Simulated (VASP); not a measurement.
# As (Fm-3m) in VASP: notebook, part 2 of 2

VASP 6.6.1. The steps go on from the part before.

### 3 Single point, PBE (N replaced by As, lengths x 1.406, strained)

INCAR

```
SYSTEM = As
ALGO = Normal ; EDIFF = 1E-6
ENCUT = 500 ; GGA = PE
GGA_COMPAT = .FALSE. ; ISIF = 2
ISMEAR = 0 ; LASPH = .TRUE.
LCHARG = .TRUE. ; LELF = .TRUE.
LREAL = .FALSE. ; LVHAR = .TRUE.
LWAVE = .FALSE. ; NBANDS = 8
NELM = 120 ; PREC = Accurate
SIGMA = 0.1
```

KPOINTS

```
k-points
0
G
  8 8 8
  0 0 0
```

POSCAR

```
As
1.0
    0.0000000000      2.1472403761      2.1472403761
    2.1472403761      0.0000000000      2.1472403761
    2.1472403761      2.1472403761      0.0000000000
As
1
Direct
    0.0000000000      0.0000000000      0.0000000000
```

Potentials or basis: VASP PAW PBE potentials, release 64 (As).

On the command line:

```console
$ cat potpaw_PBE.64/As/POTCAR > POTCAR
$ mpirun -np 1 vasp_std > vasp.out
```

OUTCAR:

```text
SYSTEM = As
   EDIFF = 1E-6
   ENCUT = 500
   GGA = PE
   ISIF = 2
   ISMEAR = 0
   LASPH = .TRUE.
   LREAL = .FALSE.
   NELM = 120
   PREC = Accurate

 ion  position               nearest neighbor table
   1  0.000  0.000  0.000-

  LATTYP: Found a face centered cubic cell.
 ALAT       =     4.2944807522

  Lattice vectors:

 A1 = (   0.0000000000,   2.1472403761,   2.1472403761)
 A2 = (   2.1472403761,   0.0000000000,   2.1472403761)
 A3 = (   2.1472403761,   2.1472403761,   0.0000000000)

[... 434 lines left out ...]
  band No.  band energies     occupation
      1      -3.7442      2.00000
      2       0.5905      2.00000
      3       5.7088      2.00000
      4       7.7807      0.00000
      5      15.4629      0.00000
      6      17.4236      0.00000
      7      21.8178      0.00000
      8      23.0862      0.00000

 [... further k-points ...]
[... 5 lines left out ...]
  --------------------------------------------------------------------------------------
  -------------------------------------------------------------------------------------
  Total       -0.1683785     -0.1683785     -0.1683785     -0.0000000     -0.0000000      0.0000000
  in kB      -13.6246461    -13.6246461    -13.6246461     -0.0000000     -0.0000000      0.0000000
  external PRESSURE =     -13.6246461 kB  Pullay stress =       0.0000000 kB

 VOLUME and BASIS-vectors are now :
 -----------------------------------------------------------------------------
  energy-cutoff  :      500.00
  volume of cell :       19.80
      direct lattice vectors                 reciprocal lattice vectors
     0.000000000  2.147240376  2.147240376    -0.232857022  0.232857022  0.232857022
     2.147240376  0.000000000  2.147240376     0.232857022 -0.232857022  0.232857022
     2.147240376  2.147240376  0.000000000     0.232857022  0.232857022 -0.232857022

 POSITION                                       TOTAL-FORCE (eV/Angst)
 -----------------------------------------------------------------------------------
      0.00000      0.00000      0.00000         0.000000      0.000000      0.000000
 -----------------------------------------------------------------------------------
    total drift:                               -0.000000     -0.000000      0.000000

  FREE ENERGIE OF THE ION-ELECTRON SYSTEM (eV)
  ---------------------------------------------------
  free  energy   TOTEN  =        -4.1220474232 eV

  energy  without entropy=       -4.1176212151  energy(sigma->0) =       -4.11983432
```

OSZICAR:

```text
N       E                     dE             d eps       ncg     rms          rms(c)
DAV:   1     0.216713434307E+01    0.21671E+01   -0.21894E+03   464   0.461E+02
DAV:   2    -0.406717187964E+01   -0.62343E+01   -0.60907E+01   696   0.487E+01
DAV:   3    -0.412644104298E+01   -0.59269E-01   -0.59266E-01   520   0.516E+00
DAV:   4    -0.412647483264E+01   -0.33790E-04   -0.33790E-04   728   0.148E-01
DAV:   5    -0.412647483587E+01   -0.32319E-08   -0.27898E-08   528   0.107E-03    0.181E+00
DAV:   6    -0.412335217759E+01    0.31227E-02   -0.24114E-03   536   0.256E-01    0.105E+00
DAV:   7    -0.412203237354E+01    0.13198E-02   -0.46337E-03   520   0.357E-01    0.468E-02
DAV:   8    -0.412204748372E+01   -0.15110E-04   -0.54935E-05   584   0.557E-02    0.574E-03
DAV:   9    -0.412204742316E+01    0.60564E-07   -0.38870E-07   616   0.498E-03
   1 F= -.41220474E+01 E0= -.41198343E+01  d E =-.442621E-02
```

Wall time 3.1 s (1 thread of AMD EPYC 9R45 (Zen 5), shared host); peak memory 0.1 GiB.

Results:

- Free energy: -4.1220 eV
- Pressure: -1.4 GPa

Caveat: the cell differs from its parent crystal (N replaced by As, lengths x 1.406, strained).

### 4 Single point, PBE (N replaced by As, lengths x 1.406, strained)

INCAR

```
SYSTEM = As
  PREC = Accurate
  ENCUT = 500
  EDIFF = 1E-6
  ISMEAR = 0
  SIGMA = 0.1
  LREAL = .FALSE.
  LASPH = .TRUE.
  NELM = 120
  ALGO = Normal
  ISIF = 2
  LWAVE = .FALSE.
  LCHARG = .FALSE.
  GGA = PE
  NBANDS = 8
  GGA_COMPAT = .FALSE.
```

KPOINTS

```
Automatic mesh
0
G
  8 8 8
  0 0 0
```

POSCAR

```
As
1.0
    0.0000000000      2.2533651102      2.2533651102
    2.2533651102      0.0000000000      2.2533651102
    2.2533651102      2.2533651102      0.0000000000
As
1
Direct
    0.0000000000      0.0000000000      0.0000000000
```

On the command line:

```console
$ cat potpaw_PBE.64/As/POTCAR > POTCAR
$ mpirun -np 1 vasp_std > vasp.out
```

It took 2.9 s on 1 thread of AMD EPYC 9R45 (Zen 5), shared host; peak memory 0.1 GiB.

Results (log left out):

```
Free energy : -4.0043 eV
Pressure    : -9.6 GPa
```

Levels at points of the mesh, in eV from the Fermi level:
```csv
k point,band 1,band 2,band 3,band 4,band 5
"(0.00, 0.00, 0.00)",-13.69,4.41,4.41,4.41,11.29
"(0.50, 0.00, 0.00)",-10.36,-5.54,3.10,3.10,8.54
"(0.50, 0.50, 0.00)",-9.03,-4.65,0.40,0.40,4.95
```

Caveat: the cell differs from its parent crystal (N replaced by As, lengths x 1.406, strained).

### 5 Overview

| cell | gap on the mesh (eV) | pressure (GPa) |
| --- | --- | --- |
| a = 3.103 Å, angles 60.0°, 1 atom | none | -5.9 |
| a = 3.037 Å, angles 60.0°, 1 atom | none | -1.4 |
| a = 3.187 Å, angles 60.0°, 1 atom | none | -9.6 |

Alike in all rows: task single point; level PBE; potentials or basis VASP PAW PBE potentials, release 64 (As); no spin polarisation; k mesh 8 × 8 × 8; cutoff (eV) 500; smearing gaussian 0.1 eV.

Absolute energies hang on the potentials; compare differences alone.
